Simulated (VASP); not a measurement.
# C (P6_3/mmc) in VASP: a series of runs

The runs below take C through relaxation of the atoms, with PBEsol.

Program: VASP 6.6.1. These are calculated values, not measurements. Logs are shortened: lines on timing, memory, paths and dates and some standing lists are left out, and cuts for length are marked.

## (1) The cell of the first run

It takes space group P6_3/mmc (No. 194, hexagonal). Conventional cell: a = 2.447 Å, b = 2.447 Å, c = 7.211 Å, α = 90.00°, β = 90.00°, γ = 120.00°. Within 1.9 Å of C (site symmetry -6m2) lie 3 C at 1.41 Å. Within 1.9 Å of C (site symmetry -6m2) lie 3 C at 1.41 Å.

## (2) Relaxation of the atoms, PBEsol (9.34 Å³/atom)

Input file INCAR:

```
SYSTEM = C
ALGO = Normal
EDIFF = 1E-7
EDIFFG = -0.002
ENCUT = 520
GGA = PS
IBRION = 2
ISIF = 2
ISMEAR = 0
LASPH = .TRUE.
LCHARG = .FALSE.
LREAL = .FALSE.
LWAVE = .FALSE.
NELM = 60
NSW = 100
PREC = Accurate
SIGMA = 0.01
```

Input file KPOINTS:

```
k-points
0
G
  10 10 4
  0 0 0
```

Input file POSCAR:

```
C
1.0
    2.4465116514      0.0000000000      0.0000000000
   -1.2232558257      2.1187412408      0.0000000000
    0.0000000000      0.0000000000      7.2108719366
C
4
Direct
    0.0000000000      0.0000000000      0.0025001411
    0.0000000000      0.0000000000      0.5025001411
    0.3333333333      0.6666666667      0.0024998589
    0.6666666667      0.3333333333      0.5024998589
```

Potentials or basis: VASP PAW PBE potentials, release 64 (C).

Started as:

```
$ cat potpaw_PBE.64/C/POTCAR > POTCAR
$ mpirun -np 1 vasp_std > vasp.out
```

OUTCAR:

```text
SYSTEM = C
   EDIFF = 1E-7
   EDIFFG = -0.002
   ENCUT = 520
   GGA = PS
   IBRION = 2
   ISIF = 2
   ISMEAR = 0
   LASPH = .TRUE.
   LREAL = .FALSE.
   NELM = 60
   NSW = 100
   PREC = Accurate

 ion  position               nearest neighbor table
   1  0.000  0.000  0.003-   3 1.41   3 1.41   3 1.41
   2  0.000  0.000  0.503-   4 1.41   4 1.41   4 1.41
   3  0.333  0.667  0.002-   1 1.41   1 1.41   1 1.41
   4  0.667  0.333  0.502-   2 1.41   2 1.41   2 1.41

  LATTYP: Found a hexagonal cell.
 ALAT       =     2.4465116514
 C/A-ratio  =     2.9474096036

  Lattice vectors:

 A1 = (   2.4465116514,   0.0000000000,   0.0000000000)
 A2 = (  -1.2232558257,   2.1187412408,   0.0000000000)
 A3 = (   0.0000000000,   0.0000000000,   7.2108719366)

Analysis of symmetry for initial positions (statically):
=====================================================================
 Subroutine PRICEL returns:
 Original cell was already a primitive cell.

 Routine SETGRP: Setting up the symmetry group for a
 hexagonal supercell.

 Subroutine GETGRP returns: Found 24 space group operations
 (whereof  6 operations were pure point group operations)
 out of a pool of 24 trial point group operations.

The static configuration has the point symmetry C_3v.
 The point group associated with its full space group is D_6h.

Analysis of symmetry for dynamics (positions and initial velocities):
=====================================================================
 Subroutine PRICEL returns:
 Original cell was already a primitive cell.

 Routine SETGRP: Setting up the symmetry group for a
 hexagonal supercell.

 Subroutine GETGRP returns: Found 24 space group operations
 (whereof  6 operations were pure point group operations)
 out of a pool of 24 trial point group operations.

The dynamic configuration has the point symmetry C_3v.
 The point group associated with its full space group is D_6h.

 Subroutine INISYM returns: Found 24 space group operations
 (whereof  6 operations are pure point group operations),
 and found     1 'primitive' translations

----------------------------------------------------------------------------------------

                                     Primitive cell

  volume of cell :      37.3777

  direct lattice vectors                    reciprocal lattice vectors
     2.446511651  0.000000000  0.000000000     0.408745243  0.235989176  0.000000000
[... 102 lines left out ...]
   NUPDOWN=      -1.0000    fix difference up-down
   EMIN   =  10.00;   EMAX   =-10.00  energy-range for DOS
   EFERMI =   0.00;   METHOD = LEGACY
   ISMEAR =     0;   SIGMA  =   0.01  broadening in eV -4-tet -1-fermi 0-gaus
   EFERMI_NEDOS =   21; number of points for ismear=-14 and -15
   IALGO  =     38    algorithm
   IMIX   =      4    mixing-type and parameters
     AMIX     =   0.40;   BMIX     =  1.00
     AMIX_MAG =   1.60;   BMIX_MAG =  1.00
  volume/ion in A,a.u.               =       9.34        63.06
  Fermi-wavevector in a.u.,A,eV,Ry     =   1.233797  2.331539 20.711548  1.522256
  Thomas-Fermi vector in A             =   2.368513
   LORBIT       =      0    0 simple, 1 ext, 2 COOP (PROOUT), +10 PAW based schemes
   GGA     = PS    functional components
   LHFCALC =     F    Hartree Fock is set to
   AEXX    =    0.0000 exact exchange contribution
   IVDW    =     0    specifies the selected vdW correction
   LEPSILON=     F    determine dielectric tensor
   LRPA    =     F    only Hartree local field effects (RPA)
 conjugate gradient relaxation of ions
 non-spin polarized calculation
 Gauss-broadening in eV      SIGMA  =   0.01
  energy-cutoff  :      520.00
  volume of cell :       37.38
 maximum number of plane-waves:      1028
   NGX =  9   NGY =  9   NGZ = 27

 number of electron      15.9999996 magnetization

 Free energy of the ion-electron system (eV)
  ---------------------------------------------------
  ext. energy  EPLUGINS =         0.00000000
  ---------------------------------------------------
  free energy    TOTEN  =       -38.57883103 eV

  energy without entropy =      -38.57883103  energy(sigma->0) =      -38.57883103

 E-fermi :   3.4676     XC(G=0): -10.0804

 val. band max:        3.4257244193   @ k =   0.3000   0.3000   0.0000
 cond. band min:       4.9581078151   @ k =   0.3000   0.3000   0.0000
 fundamental gap:      1.5323833959
 Fermi energy:         3.4676218055

 k-point     1 :       0.0000    0.0000    0.0000
  band No.  band energies     occupation
      1     -15.6174      2.00000
      2     -15.4462      2.00000
      3      -4.3249      2.00000
      4      -2.9605      2.00000
      5       1.1435      2.00000
      6       1.1435      2.00000
      7       1.1517      2.00000
      8       1.1517      2.00000
      9       7.6115      0.00000
     10      12.5707      0.00000
     11      12.5735      0.00000
     12      12.5971      0.00000
[... 331 lines left out ...]
 k-point    24 :       0.4000    0.1000    0.2500
  band No.  band energies     occupation
      1     -10.7349      2.00000
      2     -10.6545      2.00000
      3      -8.3376      2.00000
      4      -8.2743      2.00000
      5      -3.0270      2.00000
      6      -3.0011      2.00000
      7       1.2934      2.00000
      8       1.8236      2.00000
      9       5.9988      0.00000
     10       6.4143      0.00000
     11      12.6776      0.00000
     12      12.8603      0.00000

 [... further k-points ...]

------------------------ aborting loop because EDIFF is reached ----------------------------------------

  FORCE on cell =-STRESS in cart. coord.  units (eV):
  Direction    XX          YY          ZZ          XY          YZ          ZX
  --------------------------------------------------------------------------------------
  -------------------------------------------------------------------------------------
  Total        1.6244114      1.6244114      0.0187245     -0.0000000     -0.0000000      0.0000000
  in kB       69.6295559     69.6295559      0.8026155     -0.0000000     -0.0000000      0.0000000
  external PRESSURE =      46.6872424 kB  Pullay stress =       0.0000000 kB

 VOLUME and BASIS-vectors are now :
 -----------------------------------------------------------------------------
  energy-cutoff  :      520.00
  volume of cell :       37.38
      direct lattice vectors                 reciprocal lattice vectors
     2.446511651  0.000000000  0.000000000     0.408745243  0.235989176  0.000000000
    -1.223255826  2.118741241  0.000000000     0.000000000  0.471978352  0.000000000
     0.000000000  0.000000000  7.210871937     0.000000000  0.000000000  0.138679484

 POSITION                                       TOTAL-FORCE (eV/Angst)
 -----------------------------------------------------------------------------------
      0.00000      0.00000      0.01803        -0.000000      0.000000      0.000000
      0.00000      0.00000      3.62346         0.000000      0.000000     -0.000000
     -0.00000      1.41249      0.01803         0.000000     -0.000000     -0.000000
      1.22326      0.70625      3.62346        -0.000000      0.000000      0.000000
 -----------------------------------------------------------------------------------
    total drift:                               -0.000000     -0.000000      0.002450

  FREE ENERGIE OF THE ION-ELECTRON SYSTEM (eV)
  ---------------------------------------------------
  free  energy   TOTEN  =       -38.5788310311 eV

  energy  without entropy=      -38.5788310311  energy(sigma->0) =      -38.57883103

 reached required accuracy - stopping structural energy minimisation
```

CONTCAR:

```text
C
   1.00000000000000
     2.4465116513999998    0.0000000000000000    0.0000000000000000
    -1.2232558256999999    2.1187412407999999    0.0000000000000000
     0.0000000000000000    0.0000000000000000    7.2108719366000003
  C
     4
Direct
     0.0000000000000000    0.0000000000000000    0.0025001411000005
     0.0000000000000000    0.0000000000000000    0.5025001411000005
     0.3333333332999970    0.6666666667000030    0.0024998589000020
     0.6666666667000030    0.3333333332999970    0.5024998589000020

  0.00000000E+00  0.00000000E+00  0.00000000E+00
  0.00000000E+00  0.00000000E+00  0.00000000E+00
  0.00000000E+00  0.00000000E+00  0.00000000E+00
  0.00000000E+00  0.00000000E+00  0.00000000E+00
```

It took 11 s on 1 thread of Intel Xeon Platinum 8488C (Sapphire Rapids), shared host; peak memory 0.14 GiB.

Results:

```yaml
Free_energy: -38.5788 eV
Pressure_after_relaxing: 4.7 GPa
```

Final structure:
```
C
1.0
     2.44651    0.00000    0.00000
    -1.22326    2.11874    0.00000
     0.00000    0.00000    7.21087
C
4
Cartesian
  0.0000 0.0000 0.0180
  0.0000 0.0000 3.6235
  0.0000 1.4125 0.0180
  1.2233 0.7062 3.6235
```

Caveat: this functional lacks dispersion, which binds layers or chains, so the pressure and a relaxed spacing across them are unreliable; the PAW data sets were made with another functional, which shifts forces and pressure a little.

## (3) Relaxation of the atoms, PBEsol (9.63 Å³/atom)

This run uses another cell than the first one, of 9.63 Å³/atom.

Input file INCAR:

```
ALGO     = Normal         # electronic algorithm
EDIFF    = 1E-6           # SCF threshold, eV
EDIFFG   = -0.002         # ionic threshold
ENCUT    = 520            # plane-wave cutoff, eV
GGA      = PS             # functional
IBRION   = 2              # ionic algorithm
ISIF     = 2              # what is computed and relaxed
ISMEAR   = 0              # smearing method
LASPH    = T              # aspherical terms in the spheres
LCHARG   = F              # write CHGCAR
LREAL    = F              # projectors in reciprocal space
LWAVE    = F              # write WAVECAR
NELM     = 100            # most SCF steps
NSW      = 100            # ionic steps
PREC     = Accurate       # precision mode
SIGMA    = 0.01           # smearing width, eV
```

Input file KPOINTS:

```
k-points
0
Gamma
  10 10 4
```

Input file POSCAR:

```
C
1.0
    2.4711013559      0.0000000000      0.0000000000
   -1.2355506780      2.1400365495      0.0000000000
    0.0000000000      0.0000000000      7.2833478676
C
4
Direct
    0.0000000000      0.0000000000      0.0025001411
    0.0000000000      0.0000000000      0.5025001411
    0.3333333333      0.6666666667      0.0024998589
    0.6666666667      0.3333333333      0.5024998589
```

Potentials or basis: VASP PAW PBE potentials, release 64 (C).

Started as:

```
$ cat potpaw_PBE.64/C/POTCAR > POTCAR
$ mpirun -np 1 vasp_std > vasp.out
```

Run time: 12 s. Hardware: 1 thread of Intel Xeon Platinum 8488C (Sapphire Rapids), shared host; peak memory 0.14 GiB.

The run converged. Its results:

```
Free energy             : -38.5842 eV
Pressure after relaxing : -3.2 GPa
```

Stress tensor (GPa, compression positive):
```
-4.77  0.00  0.00
 0.00 -4.77  0.00
 0.00  0.00  0.01
```

Final structure:
```xyz
4
Lattice="2.4711 0.0000 0.0000 -1.2356 2.1400 0.0000 0.0000 0.0000 7.2833" Properties=species:S:1:pos:R:3 pbc="T T T"
C     0.0000    0.0000    0.0182
C     0.0000    0.0000    3.6599
C     0.0000    1.4267    0.0182
C     1.2356    0.7133    3.6599
```

Caveat: this functional lacks dispersion, which binds layers or chains, so the pressure and a relaxed spacing across them are unreliable; the PAW data sets were made with another functional, which shifts forces and pressure a little.
